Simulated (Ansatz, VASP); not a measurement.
This is a calculation of FeO for VASP 6.6.1.

The input INCAR:

```
ALGO = Normal ; EDIFF = 1E-7
ENCUT = 520 ; GGA = PE
ISIF = 2 ; ISMEAR = -1
ISPIN = 2 ; LASPH = T
LCHARG = F ; LMAXMIX = 4
LORBIT = 11 ; LREAL = F
LWAVE = F ; MAGMOM = 3 0
NBANDS = 18 ; NELM = 100
PREC = Accurate ; SIGMA = 0.05
```

KPOINTS

```
k-points
0
Gamma
  11 11 11
```

Contents of POSCAR:

```
FeO
1.0
    1.5188209023      0.8768916568      2.5195772846
   -1.5188209023      0.8768916568      2.5195772846
    0.0000000000     -1.7537833136      2.5195772846
Fe O
1 1
Direct
    0.0000000000      0.0000000000      0.0000000000
    0.5000000000      0.5000000000      0.5000000000
```

Potentials or basis: VASP PAW PBE potentials, release 64 (Fe, O).

Command:

```console
$ cat potpaw_PBE.64/Fe/POTCAR potpaw_PBE.64/O/POTCAR > POTCAR
$ mpirun -np 1 vasp_std > vasp.out
```

Task: Translate it to Ansatz 0.2.0. Potentials there: Ansatz PAW.

Result: As run (the cutoff follows the program's own potentials):

File input.yaml:

```yaml
crystal:
  lattice:
    - [1.5188209023, 0.8768916568, 2.5195772846]
    - [-1.5188209023, 0.8768916568, 2.5195772846]
    - [0.0, -1.7537833136, 2.5195772846]
  atoms:
    - { symbol: Fe, position: [0.0, 0.0, 0.0], spin: 3.0 }
    - { symbol: O, position: [0.5, 0.5, 0.5] }
hamiltonian:
  xc: pbe
  pseudopotentials: { kind: paw }
magnetization:
  spin_polarized: true
kpoints:
  mp_grid: { grid: [11, 11, 11] }
scf:
  occupations: { method: fermi_dirac, width: 0.05 }
output:
  forces: true
  stress: true
  eigenvalues: true
```

Potentials or basis: Ansatz PAW.

Run with:

```console
$ ansatz run input.yaml --threads 1 --pin off --max-ram 2560MiB --backend cpu --events-out ev --progress --plain --runs-dir out
```

Both were run:

|  | VASP | Ansatz | Ansatz less VASP |
| --- | --- | --- | --- |
| gap on the k mesh at the Fermi level (eV) | none | none | - |
| pressure (GPa) | -1.1 | -1.2 | -0.12 |
| traceless stress, the component that is largest in VASP (GPa) | -0.67 | -0.63 | +0.037 |
| net moment per atom (μB) | 2.00 | 2.00 | 0.000 |
| size of the moment on the site where the two differ most (μB) | 3.62 | 3.45 | -0.167 |

Site moments also hang on the region over which each program counts them. A gap of «none» marks a metal or a gap that the smearing closes. VASP's potentials hold 14 valence electrons a cell and Ansatz's 22, so a difference there can come from the potentials and not from the codes.
